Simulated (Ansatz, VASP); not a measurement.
# In: VASP beside Ansatz

```xyz
1
Lattice="-1.6482 1.6973 2.5250 1.6973 -1.6482 2.5250 1.6044 1.6044 -2.4927" Properties=species:S:1:pos:R:3 pbc="T T T"
In    0.0000    0.0000    0.0000
```

Alike in both runs: task single point; functional PBE; k mesh 11 × 11 × 14; occupations methfessel-paxton of order 1, width 0.3 eV; no spin polarisation.

|  | VASP | Ansatz |
| --- | --- | --- |
| version | VASP 6.6.1 | Ansatz 0.2.0 |
| potentials or method | VASP PAW PBE potentials, release 64 (In_d), cutoff 520 eV | plane waves (420 eV) with PAW, scalar-relativistic |
| valence electrons in the cell | 13 | 13 |

```csv
,VASP,Ansatz,Ansatz less VASP
pressure (GPa),0.0,0.0,+0.04
"traceless stress, the component that is largest in VASP (GPa)",-0.26,-0.26,-0.001
```

The functional is the same, so the differences come from potentials, cutoffs and numerics.
